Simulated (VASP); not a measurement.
Input of a VASP 6.6.1 run:

The input INCAR:

```
SYSTEM = Si3Ni
PREC = Accurate
ENCUT = 520
EDIFF = 1E-7
ISMEAR = 0
SIGMA = 0.1
LREAL = .False.
LASPH = .True.
NELM = 60
ALGO = Normal
ISIF = 2
LWAVE = .False.
LCHARG = .True.
GGA = PE
LELF = .True.
LVHAR = .True.
NBANDS = 32
```

File KPOINTS:

```
Automatic mesh
0
Gamma
  8 8 8
  0 0 0
```

POSCAR

```
Si3Ni
1.0
    4.7311941302      0.0000000000      0.0000000000
    0.0000000000      4.7311941302      0.0000000000
    0.0000000000      0.0000000000      4.7311941302
Si Ni
6 2
Direct
    0.2500000000      0.0000000000      0.5000000000
    0.5000000000      0.7500000000      0.0000000000
    0.7500000000      0.0000000000      0.5000000000
    0.5000000000      0.2500000000      0.0000000000
    0.0000000000      0.5000000000      0.7500000000
    0.0000000000      0.5000000000      0.2500000000
    0.0000000000      0.0000000000      0.0000000000
    0.5000000000      0.5000000000      0.5000000000
```

Potentials or basis: VASP PAW PBE potentials, release 64 (Si, Ni).

Command:

```console
$ cat potpaw_PBE.64/Si/POTCAR potpaw_PBE.64/Ni/POTCAR > POTCAR
$ mpirun -np 1 vasp_std > vasp.out
```

Problem. Estimate the pressure.

Solution. 0.0 GPa.

Problem. Predict the band gap on the k mesh.

Solution. Zero (band 22 reaches 12.81 eV, above the bottom of band 23 at 9.68 eV).

Spin polarisation is off, so any magnetic state and its effect on volume and gap are missing.
